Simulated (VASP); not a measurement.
A run of VASP 6.6.1:

INCAR

```
  PREC = Accurate
  ENCUT = 520
  EDIFF = 1E-6
  ISMEAR = -1
  SIGMA = 0.05
  LREAL = F
  LASPH = T
  NELM = 100
  ALGO = Normal
  ISIF = 2
  LWAVE = F
  LCHARG = F
  GGA = CA
  NBANDS = 10
```

File KPOINTS:

```
regular mesh
0
Gamma
  13 13 13
```

Contents of POSCAR:

```
Br
1.0
   -1.3944647231      1.3944647231      3.3909470950
    1.3944647231     -1.3944647231      3.3909470950
    1.3944647231      1.3944647231     -3.3909470950
Br
1
Direct
    0.0000000000      0.0000000000      0.0000000000
```

Potentials or basis: VASP PAW LDA potentials, release 64 (Br).

The run is started by

```bash
$ cat potpaw_LDA.64/Br/POTCAR > POTCAR
$ mpirun -np 1 vasp_std > vasp.out
```

Hardware: 1 thread of Intel Xeon 8259CL (shared host).

Problem. How long does it take, and how much memory?

Solution. Wall time 71 s on 1 thread of Intel Xeon 8259CL, on a shared host, peak memory 0.18 GiB. Counts: scf iterations 10, k points 196.
